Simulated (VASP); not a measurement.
# MnS in VASP: further runs, part 2 of 2

VASP 6.6.1. The steps go on from the part before.

### 5 Single point, PBEsol+U, collinear spin, ferromagnetic start

This run uses another cell than the first one, of 17.67 Å³/atom, 0.943 times its volume.

File INCAR:

```
  ALGO = Normal
  EDIFF = 1E-6
  ENCUT = 520
  GGA = PS
  ISIF = 2
  ISMEAR = -1
  ISPIN = 2
  LASPH = True
  LCHARG = True
  LDAU = True
  LDAUJ = 0 0
  LDAUL = 2 -1
  LDAUPRINT = 1
  LDAUTYPE = 2
  LDAUU = 2 0
  LELF = True
  LMAXMIX = 4
  LORBIT = 11
  LREAL = False
  LVHAR = True
  LWAVE = False
  MAGMOM = 4 0
  NBANDS = 20
  NELM = 150
  PREC = Accurate
  SIGMA = 0.05
```

File KPOINTS:

```
k-points
0
Gamma
  9 9 9
```

File POSCAR:

```
MnS
1.0
    0.0000000000      2.6045000000      2.6045000000
    2.6045000000      0.0000000000      2.6045000000
    2.6045000000      2.6045000000      0.0000000000
Mn S
1 1
Direct
    0.0000000000      0.0000000000      0.0000000000
    0.5000000000      0.5000000000      0.5000000000
```

Potentials or basis: VASP PAW PBE potentials, release 64 (Mn_pv, S).

Run with:

```bash
$ cat potpaw_PBE.64/Mn_pv/POTCAR potpaw_PBE.64/S/POTCAR > POTCAR
$ mpirun -np 1 vasp_std > vasp.out
```

OUTCAR:

```text
EDIFF = 1E-6
   ENCUT = 520
   GGA = PS
   ISIF = 2
   ISMEAR = -1
   ISPIN = 2
   LASPH = True
   LORBIT = 11
   LREAL = False
   NELM = 150
   PREC = Accurate

 ion  position               nearest neighbor table
   1  0.000  0.000  0.000-   2 2.60   2 2.60   2 2.60   2 2.60   2 2.60   2 2.60
   2  0.500  0.500  0.500-   1 2.60   1 2.60   1 2.60   1 2.60   1 2.60   1 2.60

  LATTYP: Found a face centered cubic cell.
 ALAT       =     5.2090000000

  Lattice vectors:

 A1 = (   0.0000000000,   2.6045000000,   2.6045000000)
 A2 = (   2.6045000000,   0.0000000000,   2.6045000000)
 A3 = (   2.6045000000,   2.6045000000,   0.0000000000)

Analysis of symmetry for initial positions (statically):
=====================================================================
 Subroutine PRICEL returns:
 Original cell was already a primitive cell.

 Routine SETGRP: Setting up the symmetry group for a
 face centered cubic supercell.

 Subroutine GETGRP returns: Found 48 space group operations
 (whereof 48 operations were pure point group operations)
 out of a pool of 48 trial point group operations.

The static configuration has the point symmetry O_h .

Analysis of symmetry for dynamics (positions and initial velocities):
=====================================================================
 Subroutine PRICEL returns:
 Original cell was already a primitive cell.

 Routine SETGRP: Setting up the symmetry group for a
 face centered cubic supercell.

 Subroutine GETGRP returns: Found 48 space group operations
 (whereof 48 operations were pure point group operations)
 out of a pool of 48 trial point group operations.

The dynamic configuration has the point symmetry O_h .

Analysis of structural, dynamic, and magnetic symmetry:
=====================================================================
 Subroutine PRICEL returns:
 Original cell was already a primitive cell.

 Routine SETGRP: Setting up the symmetry group for a
 face centered cubic supercell.

 Subroutine GETGRP returns: Found 48 space group operations
 (whereof 48 operations were pure point group operations)
 out of a pool of 48 trial point group operations.

The overall configuration has the point symmetry O_h .

 Subroutine INISYM returns: Found 48 space group operations
 (whereof 48 operations are pure point group operations),
 and found     1 'primitive' translations

----------------------------------------------------------------------------------------

                                     Primitive cell

  volume of cell :      35.3348

  direct lattice vectors                    reciprocal lattice vectors
     0.000000000  2.604500000  2.604500000    -0.191975427  0.191975427  0.191975427
[... 111 lines left out ...]
 LDA+U is selected, type is set to LDAUTYPE =  2
   angular momentum for each species LDAUL =     2   -1
   U (eV)           for each species LDAUU =   2.0  0.0
   J (eV)           for each species LDAUJ =   0.0  0.0
   GGA     = PS    functional components
   LHFCALC =     F    Hartree Fock is set to
   AEXX    =    0.0000 exact exchange contribution
   IVDW    =     0    specifies the selected vdW correction
   LEPSILON=     F    determine dielectric tensor
   LRPA    =     F    only Hartree local field effects (RPA)
 spin polarized calculation
  energy-cutoff  :      520.00
  volume of cell :       35.33
 maximum number of plane-waves:       963
   NGX = 13   NGY = 13   NGZ = 13

atom =   1  type =  1  l = 2

 onsite density matrix

spin component  1

  0.9246 -0.0000 -0.0000 -0.0000  0.0000
 -0.0000  0.9246  0.0000 -0.0000  0.0000
 -0.0000  0.0000  0.9436  0.0000 -0.0000
 -0.0000 -0.0000  0.0000  0.9246  0.0000
  0.0000  0.0000 -0.0000  0.0000  0.9436

spin component  2

  0.0231  0.0000  0.0000 -0.0000 -0.0000
  0.0000  0.0231 -0.0000  0.0000 -0.0000
  0.0000 -0.0000  0.0938 -0.0000 -0.0000
 -0.0000  0.0000 -0.0000  0.0231 -0.0000
 -0.0000 -0.0000 -0.0000 -0.0000  0.0938

 occupancies and eigenvectors

  o =  0.0231  v =  0.0000  0.0000  0.0000  0.0000  0.0000  0.0092 -0.5073 -0.0000  0.8617  0.0000      0.0000  0.0000  0.0000  0.0000  0.0000  0.0000  0.0000  0.0000  0.0000  0.0000
  o =  0.0231  v =  0.0000  0.0000  0.0000  0.0000  0.0000  0.0076 -0.8617 -0.0000 -0.5074 -0.0000      0.0000  0.0000  0.0000  0.0000  0.0000  0.0000  0.0000  0.0000  0.0000  0.0000
  o =  0.0231  v =  0.0000  0.0000  0.0000  0.0000  0.0000  0.9999  0.0113 -0.0000 -0.0041  0.0000      0.0000  0.0000  0.0000  0.0000  0.0000  0.0000  0.0000  0.0000  0.0000  0.0000
  o =  0.0938  v =  0.0000  0.0000  0.0000  0.0000  0.0000  0.0000  0.0000  0.0059  0.0000 -1.0000      0.0000  0.0000  0.0000  0.0000  0.0000  0.0000  0.0000  0.0000  0.0000  0.0000
  o =  0.0938  v =  0.0000  0.0000  0.0000  0.0000  0.0000 -0.0000  0.0000 -1.0000  0.0000 -0.0059      0.0000  0.0000  0.0000  0.0000  0.0000  0.0000  0.0000  0.0000  0.0000  0.0000
  o =  0.9246  v =  0.0000  0.6685 -0.0000  0.7437  0.0000  0.0000  0.0000  0.0000  0.0000  0.0000      0.0000  0.0000  0.0000  0.0000  0.0000  0.0000  0.0000  0.0000  0.0000  0.0000
  o =  0.9246  v =  0.0000  0.7437 -0.0000 -0.6685  0.0000  0.0000  0.0000  0.0000  0.0000  0.0000      0.0000  0.0000  0.0000  0.0000  0.0000  0.0000  0.0000  0.0000  0.0000  0.0000
  o =  0.9246  v =  1.0000  0.0000  0.0000  0.0000  0.0000  0.0000  0.0000  0.0000  0.0000  0.0000      0.0000  0.0000  0.0000  0.0000  0.0000  0.0000  0.0000  0.0000  0.0000  0.0000
  o =  0.9436  v =  0.0000 -0.0000  0.1016  0.0000  0.9948  0.0000  0.0000  0.0000  0.0000  0.0000      0.0000  0.0000  0.0000  0.0000  0.0000  0.0000  0.0000  0.0000  0.0000  0.0000
  o =  0.9436  v =  0.0000  0.0000  0.9948  0.0000 -0.1016  0.0000  0.0000  0.0000  0.0000  0.0000      0.0000  0.0000  0.0000  0.0000  0.0000  0.0000  0.0000  0.0000  0.0000  0.0000

 number of electron      18.9999989 magnetization       4.9605096

 Free energy of the ion-electron system (eV)
  ---------------------------------------------------
  ext. energy  EPLUGINS =         0.00000000
  ---------------------------------------------------
  free energy    TOTEN  =       -14.20647007 eV

  energy without entropy =      -14.20319506  energy(sigma->0) =      -14.20483256

 E-fermi :   6.6020     XC(G=0): -10.7874

 val. band max:        6.5831578810   @ k =   0.3333   0.3333   0.0000
 cond. band min:       6.6381040205   @ k =  -0.4444   0.4444   0.0000
 fundamental gap:      0.0549461395
 Fermi energy:         6.6019820122

 spin component 1

 k-point     1 :       0.0000    0.0000    0.0000
  band No.  band energies     occupation
      1     -44.1445      1.00000
      2     -44.1445      1.00000
      3     -44.1445      1.00000
      4      -7.9280      1.00000
      5       2.2721      1.00000
      6       2.2721      1.00000
[... 1097 lines left out ...]
     19      21.7531      0.00000
     20      21.7531      0.00000

 [... further k-points ...]

------------------------ aborting loop because EDIFF is reached ----------------------------------------

  FORCE on cell =-STRESS in cart. coord.  units (eV):
  Direction    XX          YY          ZZ          XY          YZ          ZX
  --------------------------------------------------------------------------------------
  -------------------------------------------------------------------------------------
  Total       -0.3934141     -0.3934141     -0.3934141      0.0000000      0.0000000     -0.0000000
  in kB      -17.8384606    -17.8384606    -17.8384606      0.0000000      0.0000000     -0.0000000
  external PRESSURE =     -17.8384606 kB  Pullay stress =       0.0000000 kB

 VOLUME and BASIS-vectors are now :
 -----------------------------------------------------------------------------
  energy-cutoff  :      520.00
  volume of cell :       35.33
      direct lattice vectors                 reciprocal lattice vectors
     0.000000000  2.604500000  2.604500000    -0.191975427  0.191975427  0.191975427
     2.604500000  0.000000000  2.604500000     0.191975427 -0.191975427  0.191975427
     2.604500000  2.604500000  0.000000000     0.191975427  0.191975427 -0.191975427

 POSITION                                       TOTAL-FORCE (eV/Angst)
 -----------------------------------------------------------------------------------
      0.00000      0.00000      0.00000         0.000000      0.000000      0.000000
      2.60450      2.60450      2.60450        -0.000000     -0.000000     -0.000000
 -----------------------------------------------------------------------------------
    total drift:                               -0.000000      0.000000      0.000000

  FREE ENERGIE OF THE ION-ELECTRON SYSTEM (eV)
  ---------------------------------------------------
  free  energy   TOTEN  =       -14.2064700706 eV

  energy  without entropy=      -14.2031950573  energy(sigma->0) =      -14.20483256

 total charge

# of ion       s       p       d       tot
------------------------------------------
    1        0.221   6.172   4.900  11.293
    2        1.317   2.415   0.000   3.732
--------------------------------------------------
tot          1.539   8.587   4.900  15.025

 magnetization (x)

# of ion       s       p       d       tot
------------------------------------------
    1        0.049   0.040   4.395   4.484
    2        0.023   0.087   0.000   0.110
--------------------------------------------------
tot          0.073   0.127   4.395   4.594
```

stdout:

```text
POSCAR found type information on POSCAR MnS
 POSCAR found :  2 types and       2 ions
 scaLAPACK will be used
 -----------------------------------------------------------------------------
|                                                                             |
|                                                                             |
|     You enforced a specific xc type in the INCAR file but a different       |
|     I HOPE YOU KNOW WHAT YOU ARE DOING!                                     |
|                                                                             |
 -----------------------------------------------------------------------------

 LDA part: xc-table for (Slater+PW92), standard interpolation
 POSCAR, INCAR and KPOINTS ok, starting setup
 FFT: planning ... GRIDC
 FFT: planning ... GRID_SOFT
 FFT: planning ... GRID
 WAVECAR not read
 entering main loop
```

Wall time 40 s (1 thread of AMD EPYC 9R45 (Zen 5), shared host); peak memory 0.16 GiB.

What came out:

* Free energy: -14.2065 eV
* Pressure: -1.8 GPa
* Band gap on the k mesh: zero (filled and empty bands overlap)
* Net moment: 4.96 μB per cell
* Site moments: Mn +4.48; S +0.11 μB
* Valence electrons inside the program's atomic spheres: Mn 11.29; S 3.73

Eigenvalues of the final occupation matrices:
```tsv
site	spin	trace	eigenvalues
site 1 d	1	4.66	0.92 0.92 0.92 0.94 0.94
site 1 d	2	0.26	0.02 0.02 0.02 0.09 0.09
```

Caveat: the PAW data sets were made with another functional, which shifts forces and pressure a little; a cell with one magnetic atom can't hold antiferromagnetic order, which such compounds often take. The state reached can hang on the start; a lower one may exist.

### 6 Overview

```csv
task,level,potentials or basis,U,cell,smearing,k mesh for the DOS,second run,occupations for the DOS,gap on the mesh (eV),pressure (GPa),moment (μB)
single point,revPBE+U,"VASP PAW PBE potentials, release 64 (Mn_pv, S)",Mn d U = 4.0 eV,"a = 3.756 Å, angles 60.0°, 2 atoms",tetrahedron,-,-,-,1.10,1.3,5.00
single point,RPBE+U,"VASP PAW PBE potentials, release 64 (Mn_pv, S)",Mn d U = 3.5 eV,"a = 3.742, b = 3.751, c = 3.636 Å, angles 59.7, 59.5, 58.1°, 2 atoms",tetrahedron,-,-,-,0.39,7.0,5.00
density of states,PBEsol+U,"VASP PAW PBE potentials, release 64 (Mn_sv, S)",Mn d U = 5.0 eV,"a = 3.683 Å, angles 60.0°, 2 atoms",fermi-dirac 0.05 eV,14 × 14 × 14,valence_matched,tetrahedron,-,-,5.00
single point,PBEsol+U,"VASP PAW PBE potentials, release 64 (Mn_pv, S)",Mn d U = 2.0 eV,"a = 3.683 Å, angles 60.0°, 2 atoms",fermi-dirac 0.05 eV,-,-,-,none,-1.8,4.96
```

Alike in all rows: spin collinear, ferromagnetic start; k mesh 9 × 9 × 9; cutoff (eV) 520.

Caveats: the PAW data sets were made with another functional, which shifts forces and pressure a little; a cell with one magnetic atom can't hold antiferromagnetic order, which such compounds often take.

Absolute energies hang on the potentials; compare differences alone.
